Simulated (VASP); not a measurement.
Here is a VASP 6.6.1 calculation.

Contents of INCAR:

```
PREC = Accurate
ENCUT = 520
EDIFF = 1E-6
ISMEAR = 0
SIGMA = 0.15
LREAL = False
LASPH = True
NELM = 80
ALGO = Fast
ISIF = 2
LWAVE = False
LCHARG = False
GGA = PE
NBANDS = 10
```

Contents of KPOINTS:

```
Automatic mesh
0
Gamma
  12 12 12
```

The input POSCAR:

```
K
1.0
    4.3750960824      0.0000000000      0.0000000000
    0.0000000000      4.3104394900      0.0000000000
    0.0000000000      0.0000000000      4.3104394900
K
1
Direct
    0.0000000000      0.0000000000      0.0000000000
```

Potentials or basis: VASP PAW PBE potentials, release 64 (K_sv).

The run is started by

```sh
$ cat potpaw_PBE.64/K_sv/POTCAR > POTCAR
$ mpirun -np 1 vasp_std > vasp.out
```

Estimate the pressure.

-0.1 GPa.

Stress tensor (GPa, compression positive):
```
-0.14  0.00  0.00
 0.00 -0.03  0.00
 0.00  0.00 -0.03
```

Caveat: the cell differs from its parent crystal (strain +0.0150 x Voigt [1, 0, 0, 0, 0, 0]).
